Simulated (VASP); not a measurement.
## SiC3: relaxation of cell and atoms with PBE

Crystal: SiC3.

```
Si C
1.0
     3.42369    0.00000    0.00000
     0.00000    3.42369    0.00000
     0.00000    0.00000    3.38995
Si C
1 3
Direct
  0.00000 0.00000 0.50000
  0.00000 0.00000 0.00000
  0.50000 0.50000 0.71268
  0.50000 0.50000 0.28732
```

```
Program                : VASP 6.6.1
Task                   : relaxation of cell and atoms
Functional             : PBE
Potentials or basis    : VASP PAW PBE potentials, release 64 (Si, C)
Cutoff                 : 600 eV
k mesh                 : 6 × 6 × 6
Occupations            : gaussian, width 0.1 eV
Spin                   : no spin polarisation
Dipole correction      : no
Further INCAR settings : ALGO = Normal; EDIFF = 1e-06; IBRION = 2; EDIFFG = -0.04; NSW = 90; ISIF = 3
```

The relaxed volume is 10.82 Å³/atom, the relaxed cell is a = 3.564 Å, b = 3.564 Å, c = 3.406 Å, α = 90.00°, β = 90.00°, γ = 90.00° and the space group after relaxing (to 0.1 Å) is P4/mmm (No. 123). The energy gained by relaxing is 26.8 meV/atom, the ionic steps are 16 and the pressure after relaxing is 0.1 GPa. The largest force after relaxing is 0.012 eV/Å and the band gap on the k mesh is zero (bands 8 and 9 overlap by 2.84 eV).

Forces in eV/Å, atoms in the order of the input:
```
Si   0.000  0.000  0.000
C    0.000  0.000  0.000
C    0.000  0.000  0.012
C    0.000  0.000 -0.012
```

Stress tensor (GPa, compression positive):
```
 0.33  0.00  0.00
 0.00  0.33  0.00
 0.00  0.00 -0.25
```

The path:
| step | energy change (eV) | largest force (eV/Å) | pressure (GPa) | volume (Å³) |
| --- | --- | --- | --- | --- |
| 1 | 0.0000 | 1.4925 | 0.94 | 39.74 |
| 2 | 0.0586 | 3.2220 | 13.66 | 40.07 |
| 3 | -0.0565 | 0.0116 | 5.88 | 39.89 |
| 4 | -0.0762 | 0.2992 | -0.95 | 41.94 |
| 5 | -0.0833 | 0.1923 | 1.17 | 41.22 |
| 6 | -0.0893 | 0.2257 | -0.20 | 41.67 |
| 7 | -0.0901 | 0.4171 | -0.82 | 41.89 |
| 8 | -0.0922 | 0.4098 | -0.65 | 41.98 |
| 9 | -0.0977 | 0.3917 | -0.16 | 42.25 |
| 10 | -0.1022 | 0.3966 | 0.62 | 42.77 |
| 11 | -0.1041 | 0.2474 | 0.89 | 42.82 |
| 12 | -0.1057 | 0.0855 | 1.45 | 42.92 |
| 13 | -0.1069 | 0.0688 | 0.83 | 43.08 |
| 14 | -0.1073 | 0.0497 | 0.16 | 43.26 |
| 15 | -0.1073 | 0.0519 | 0.21 | 43.25 |
| 16 | -0.1074 | 0.0118 | 0.14 | 43.26 |

Final structure:
```yaml
crystal:
  lattice:
    - [3.56388, 0.00000, 0.00000]
    - [0.00000, 3.56388, 0.00000]
    - [0.00000, 0.00000, 3.40624]
  atoms:
    - { symbol: Si, position: [0.00000, 0.00000, 0.50000] }
    - { symbol: C, position: [0.00000, 0.00000, 0.00000] }
    - { symbol: C, position: [0.50000, 0.50000, 0.69915] }
    - { symbol: C, position: [0.50000, 0.50000, 0.30085] }
```

Levels at points of the mesh, in eV from the Fermi level:
| k point | band 5 | band 6 | band 7 | band 8 | band 9 | band 10 | band 11 | band 12 |
| --- | --- | --- | --- | --- | --- | --- | --- | --- |
| (0.00, 0.00, 0.00) | -5.04 | -4.88 | -1.01 | 0.84 | 0.89 | 0.89 | 4.16 | 4.79 |
| (0.50, 0.00, 0.00) | -4.07 | -3.60 | -2.08 | -1.82 | -1.47 | 2.79 | 4.94 | 5.25 |
| (0.50, 0.50, 0.00) | -5.05 | -4.87 | -1.59 | 1.37 | 1.37 | 1.69 | 3.50 | 3.50 |
| (0.00, 0.00, 0.50) | -3.39 | -3.39 | -1.26 | -1.26 | 2.51 | 4.45 | 4.45 | 5.22 |
| (0.50, 0.00, 0.50) | -2.60 | -2.10 | -0.18 | -0.01 | 0.05 | 2.05 | 2.39 | 2.53 |
| (0.50, 0.50, 0.50) | -5.44 | -5.44 | -3.17 | -3.17 | 2.70 | 5.07 | 5.07 | 5.76 |

It took 3.5 min on 1 thread of Intel Xeon 8259CL, with other jobs on the host, peak memory 0.16 GiB.
